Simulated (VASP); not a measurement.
# In (Im-3m) in VASP: a series of runs

Aim: see how the results for In move with the level of theory and the settings. Levels: PBEsol, r2SCAN. Tasks: single point.

Everything below comes from runs of VASP 6.6.1. Logs are shortened: lines on timing, memory, paths and dates and some standing lists are left out, and cuts for length are marked.

## (1) The cell of the first run

It takes space group Im-3m (No. 229, cubic). Conventional cell: a = 3.765 Å, b = 3.765 Å, c = 3.765 Å, α = 90.00°, β = 90.00°, γ = 90.00°. Within 4.3 Å of In (site symmetry m-3m) lie 14 In at 3.26 to 3.77 Å.

## (2) Single point, PBEsol

INCAR reads:

```
SYSTEM = In
ALGO = Fast
EDIFF = 1E-7
ENCUT = 520
GGA = PS
ISIF = 2
ISMEAR = -1
LASPH = .True.
LCHARG = .True.
LELF = .True.
LREAL = .False.
LVHAR = .True.
LWAVE = .False.
NBANDS = 12
NELM = 100
PREC = Accurate
SIGMA = 0.05
```

KPOINTS reads:

```
k-points
0
Gamma
  6 6 6
  0 0 0
```

POSCAR reads:

```
In
1.0
   -1.8825252400      1.8825252400      1.8825252400
    1.8825252400     -1.8825252400      1.8825252400
    1.8825252400      1.8825252400     -1.8825252400
In
1
Direct
    0.0000000000      0.0000000000      0.0000000000
```

Potentials or basis: VASP PAW PBE potentials, release 64 (In_d).

Run with:

```console
$ cat potpaw_PBE.64/In_d/POTCAR > POTCAR
$ mpirun -np 1 vasp_std > vasp.out
```

OUTCAR:

```text
SYSTEM = In
   EDIFF = 1E-7
   ENCUT = 520
   GGA = PS
   ISIF = 2
   ISMEAR = -1
   LASPH = .True.
   LREAL = .False.
   NELM = 100
   PREC = Accurate

 ion  position               nearest neighbor table
   1  0.000  0.000  0.000-

  LATTYP: Found a body centered cubic cell.
 ALAT       =     3.7650504800

  Lattice vectors:

 A1 = (  -1.8825252400,   1.8825252400,   1.8825252400)
 A2 = (   1.8825252400,  -1.8825252400,   1.8825252400)
 A3 = (   1.8825252400,   1.8825252400,  -1.8825252400)

Analysis of symmetry for initial positions (statically):
=====================================================================
 Subroutine PRICEL returns:
 Original cell was already a primitive cell.

 Routine SETGRP: Setting up the symmetry group for a
 body centered cubic supercell.

 Subroutine GETGRP returns: Found 48 space group operations
 (whereof 48 operations were pure point group operations)
 out of a pool of 48 trial point group operations.

The static configuration has the point symmetry O_h .

Analysis of symmetry for dynamics (positions and initial velocities):
=====================================================================
 Subroutine PRICEL returns:
 Original cell was already a primitive cell.

 Routine SETGRP: Setting up the symmetry group for a
 body centered cubic supercell.

 Subroutine GETGRP returns: Found 48 space group operations
 (whereof 48 operations were pure point group operations)
 out of a pool of 48 trial point group operations.

The dynamic configuration has the point symmetry O_h .

 Subroutine INISYM returns: Found 48 space group operations
 (whereof 48 operations are pure point group operations),
 and found     1 'primitive' translations

----------------------------------------------------------------------------------------

                                     Primitive cell

  volume of cell :      26.6859

  direct lattice vectors                    reciprocal lattice vectors
    -1.882525240  1.882525240  1.882525240     0.000000000  0.265600689  0.265600689
     1.882525240 -1.882525240  1.882525240     0.265600689  0.000000000  0.265600689
     1.882525240  1.882525240 -1.882525240     0.265600689  0.265600689  0.000000000

  length of vectors
     3.260629362  3.260629362  3.260629362     0.375616096  0.375616096  0.375616096

  position of ions in fractional coordinates (direct lattice)
     0.000000000  0.000000000  0.000000000

  ion indices of the primitive-cell ions
   primitive index   ion index
                 1           1

----------------------------------------------------------------------------------------

 KPOINTS: k-points

Automatic generation of k-mesh.
 Grid dimensions read from file:
 generate k-points for:    6    6    6

 Generating k-lattice:

  Cartesian coordinates                     Fractional coordinates (reciprocal lattice)
     0.000000000  0.044266781  0.044266781     0.166666667  0.000000000  0.000000000
     0.044266781  0.000000000  0.044266781     0.000000000  0.166666667  0.000000000
     0.044266781  0.044266781  0.000000000     0.000000000  0.000000000  0.166666667

  Length of vectors
     0.062602683  0.062602683  0.062602683

  Shift w.r.t. Gamma in fractional coordinates (k-lattice)
     0.000000000  0.000000000  0.000000000

 Subroutine IBZKPT returns following result:
 ===========================================

 Found     16 irreducible k-points:

 Following reciprocal coordinates:
            Coordinates               Weight
  0.000000  0.000000  0.000000      1.000000
  0.166667  0.000000  0.000000     12.000000
  0.333333  0.000000  0.000000     12.000000
  0.500000  0.000000  0.000000      6.000000
  0.166667  0.166667  0.000000     24.000000
  0.333333  0.166667  0.000000     48.000000
[... 8 lines left out ...]
  0.500000  0.500000  0.333333     12.000000
  0.500000  0.500000  0.500000      1.000000
   k-points           NKPTS =     16   k-points in BZ     NKDIM =     16   number of bands    NBANDS=     12
   number of dos      NEDOS =    301   number of ions     NIONS =      1
   total plane-waves  NPLWV =  13824
   dimension x,y,z NGX =    24 NGY =   24 NGZ =   24
   dimension x,y,z NGXF=    48 NGYF=   48 NGZF=   48
   ions per type =               1
   NGX,Y,Z   is equivalent  to a cutoff of  12.24, 12.24, 12.24 a.u.
   NGXF,Y,Z  is equivalent  to a cutoff of  24.47, 24.47, 24.47 a.u.
 SYSTEM =  In
   PREC   = accura    normal or accurate (medium, high low for compatibility)
   ISTART =      0    job   : 0-new  1-cont  2-samecut
   ICHARG =      2    charge: 1-file 2-atom 10-const
   ISPIN  =      1    spin polarized calculation?
   LNONCOLLINEAR =      F non collinear calculations
   LSORBIT =      F    spin-orbit coupling
   LASPH  =      T    aspherical Exc in radial PAW
   ENCUT  =  520.0 eV  38.22 Ry    6.18 a.u.   6.06  6.06  6.06*2*pi/ulx,y,z
   NELM   =    100;   NELMIN=  2; NELMDL= -5     # of ELM steps
   EDIFF  = 0.1E-06   stopping-criterion for ELM
   LREAL  =      F    real-space projection
   EDIFFG = 0.1E-05   stopping-criterion for IOM
   NSW    =      0    number of steps for IOM
   IBRION =     -1    ionic relax: 0-MD 1-quasi-New 2-CG
   NFREE  =      0    steps in history (QN), initial steepest desc. (CG)
   ISIF   =      2    stress and relaxation
   ISYM   =      2    0-nonsym 1-usesym 2-fastsym
   POTIM  = 0.5000    time-step for ionic-motion
   TEBEG  =    0.0;   TEEND  =   0.0 temperature during run
   PSTRESS=    0.0 pullay stress
   NELECT =      13.0000    total number of electrons
   NUPDOWN=      -1.0000    fix difference up-down
   EMIN   =  10.00;   EMAX   =-10.00  energy-range for DOS
   EFERMI =   0.00;   METHOD = LEGACY
   ISMEAR =    -1;   SIGMA  =   0.05  broadening in eV -4-tet -1-fermi 0-gaus
   EFERMI_NEDOS =   21; number of points for ismear=-14 and -15
   IALGO  =     68    algorithm
   IMIX   =      4    mixing-type and parameters
     AMIX     =   0.40;   BMIX     =  1.00
     AMIX_MAG =   1.60;   BMIX_MAG =  1.00
  volume/ion in A,a.u.               =      26.69       180.09
  Fermi-wavevector in a.u.,A,eV,Ry     =   1.288136  2.434225 22.576080  1.659295
  Thomas-Fermi vector in A             =   2.420108
   LORBIT       =      0    0 simple, 1 ext, 2 COOP (PROOUT), +10 PAW based schemes
   GGA     = PS    functional components
   LHFCALC =     F    Hartree Fock is set to
   AEXX    =    0.0000 exact exchange contribution
   IVDW    =     0    specifies the selected vdW correction
   LEPSILON=     F    determine dielectric tensor
   LRPA    =     F    only Hartree local field effects (RPA)
 non-spin polarized calculation
 RMM-DIIS sequential band-by-band and
  energy-cutoff  :      520.00
  volume of cell :       26.69
 maximum number of plane-waves:       736
   NGX = 13   NGY = 13   NGZ = 13

 number of electron      13.0000005 magnetization

 Free energy of the ion-electron system (eV)
  ---------------------------------------------------
  ext. energy  EPLUGINS =         0.00000000
  ---------------------------------------------------
  free energy    TOTEN  =        -2.99481936 eV

  energy without entropy =       -2.99054498  energy(sigma->0) =       -2.99268217

 E-fermi :   6.9446     XC(G=0): -10.3171

 val. band max:        6.6257079534   @ k =   0.5000   0.5000   0.3333
 cond. band min:       7.0414674481   @ k =  -0.3333   0.5000   0.1667
 fundamental gap:      0.4157594947
 Fermi energy:         6.9445591407

 k-point     1 :       0.0000    0.0000    0.0000
  band No.  band energies     occupation
      1      -7.4554      2.00000
      2      -7.4554      2.00000
      3      -7.4554      2.00000
      4      -7.1884      2.00000
      5      -7.1884      2.00000
      6      -2.2949      2.00000
      7      18.0008      0.00000
      8      18.0008      0.00000
      9      18.0008      0.00000
     10      20.0764      0.00000
     11      20.0764      0.00000
     12      20.0764      0.00000

 k-point     2 :       0.1667    0.0000    0.0000
  band No.  band energies     occupation
      1      -7.4823      2.00000
      2      -7.4359      2.00000
      3      -7.3513      2.00000
      4      -7.2137      2.00000
      5      -7.1894      2.00000
      6      -1.6567      2.00000
      7      13.6334      0.00000
      8      15.9704      0.00000
      9      16.7224      0.00000
     10      18.4364      0.00000
     11      18.6883      0.00000
     12      20.2128      0.00000

 k-point     3 :       0.3333    0.0000    0.0000
  band No.  band energies     occupation
      1      -7.5359      2.00000
      2      -7.4555      2.00000
      3      -7.2205      2.00000
      4      -7.1905      2.00000
      5      -7.1348      2.00000
      6       0.2935      2.00000
      7       8.1314      0.00000
      8      13.7651      0.00000
      9      15.0115      0.00000
     10      17.4572      0.00000
     11      17.5228      0.00000
     12      22.1010      0.00000

 k-point     4 :       0.5000    0.0000    0.0000
  band No.  band energies     occupation
      1      -7.5625      2.00000
      2      -7.4917      2.00000
      3      -7.2030      2.00000
      4      -7.1907      2.00000
      5      -7.0222      2.00000
      6       3.1894      2.00000
      7       4.0094      2.00000
      8      12.9416      0.00000
      9      14.3773      0.00000
     10      17.1379      0.00000
     11      17.1535      0.00000
     12      24.3168      0.00000

 k-point     5 :       0.1667    0.1667    0.0000
  band No.  band energies     occupation
      1      -7.4956      2.00000
      2      -7.4321      2.00000
      3      -7.2360      2.00000
      4      -7.2236      2.00000
      5      -7.1855      2.00000
      6      -0.3592      2.00000
      7      10.6615      0.00000
      8      11.8929      0.00000
      9      14.7744      0.00000
     10      19.1059      0.00000
     11      19.2040      0.00000
     12      21.6621      0.00000
[... 108 lines left out ...]
      1      -7.4164      2.00000
      2      -7.3975      2.00000
      3      -7.3441      2.00000
      4      -7.1819      2.00000
      5      -7.0834      2.00000
      6       3.4377      2.00000
      7       7.0415      0.25170
      8       8.0417      0.00000
      9      14.2588      0.00000
     10      16.0671      0.00000
     11      18.8394      0.00000
     12      19.8466      0.00000

 k-point    14 :      -0.3333    0.3333    0.3333
  band No.  band energies     occupation
      1      -7.4618      2.00000
      2      -7.3889      2.00000
      3      -7.1986      2.00000
      4      -7.1986      2.00000
      5      -7.1611      2.00000
      6       2.8176      2.00000
      7       9.8819      0.00000
      8       9.8819      0.00000
      9      10.4277      0.00000
     10      13.2690      0.00000
     11      18.5263      0.00000
     12      24.6455      0.00000

 k-point    15 :       0.5000    0.5000    0.3333
  band No.  band energies     occupation
      1      -7.5008      2.00000
      2      -7.4723      2.00000
      3      -7.1949      2.00000
      4      -7.1360      2.00000
      5      -7.0531      2.00000
      6       5.3960      2.00000
      7       6.6257      1.99661
      8       9.1320      0.00000
      9      10.8992      0.00000
     10      14.2193      0.00000
     11      15.0530      0.00000
     12      24.1983      0.00000

 k-point    16 :       0.5000    0.5000    0.5000
  band No.  band energies     occupation
      1      -7.5576      2.00000
      2      -7.5576      2.00000
      3      -7.0635      2.00000
      4      -7.0635      2.00000
      5      -7.0635      2.00000
      6       7.9898      0.00000
      7       8.3767      0.00000
      8       8.3767      0.00000
      9       8.3767      0.00000
     10      12.3772      0.00000
     11      12.3772      0.00000
     12      26.6609      0.00000

------------------------ aborting loop because EDIFF is reached ----------------------------------------

  FORCE on cell =-STRESS in cart. coord.  units (eV):
  Direction    XX          YY          ZZ          XY          YZ          ZX
  --------------------------------------------------------------------------------------
  -------------------------------------------------------------------------------------
  Total       -0.3613827     -0.3613827     -0.3613827      0.0000000     -0.0000000     -0.0000000
  in kB      -21.6967912    -21.6967912    -21.6967912      0.0000000     -0.0000000     -0.0000000
  external PRESSURE =     -21.6967912 kB  Pullay stress =       0.0000000 kB

 VOLUME and BASIS-vectors are now :
 -----------------------------------------------------------------------------
  energy-cutoff  :      520.00
  volume of cell :       26.69
      direct lattice vectors                 reciprocal lattice vectors
    -1.882525240  1.882525240  1.882525240     0.000000000  0.265600689  0.265600689
     1.882525240 -1.882525240  1.882525240     0.265600689  0.000000000  0.265600689
     1.882525240  1.882525240 -1.882525240     0.265600689  0.265600689  0.000000000

 POSITION                                       TOTAL-FORCE (eV/Angst)
 -----------------------------------------------------------------------------------
      0.00000      0.00000      0.00000         0.000000     -0.000000     -0.000000
 -----------------------------------------------------------------------------------
    total drift:                                0.000000      0.000000      0.000000

  FREE ENERGIE OF THE ION-ELECTRON SYSTEM (eV)
  ---------------------------------------------------
  free  energy   TOTEN  =        -2.9948193603 eV

  energy  without entropy=       -2.9905449811  energy(sigma->0) =       -2.99268217
```

It took 4.2 s on 1 thread of Intel Xeon Platinum 8559C (Emerald Rapids), shared host; peak memory 0.13 GiB.

What came out:

| Quantity | Value |
| --- | --- |
| Free energy | -2.9948 eV |
| Pressure | -2.2 GPa |

Levels at points of the mesh, in eV from the Fermi level:
| k point | band 4 | band 5 | band 6 | band 7 | band 8 | band 9 |
| --- | --- | --- | --- | --- | --- | --- |
| (0.00, 0.00, 0.00) | -14.13 | -14.13 | -9.24 | 11.06 | 11.06 | 11.06 |
| (0.50, 0.00, 0.00) | -14.14 | -13.97 | -3.76 | -2.94 | 6.00 | 7.43 |
| (0.50, 0.50, 0.50) | -14.01 | -14.01 | 1.05 | 1.43 | 1.43 | 1.43 |

Caveat: the k points lie up to 0.39 Å⁻¹ apart; the PAW data sets were made with another functional, which shifts forces and pressure a little; spin-orbit coupling is left out, which moves the levels of the heavy elements.

(Continued in part 2 of 2.)
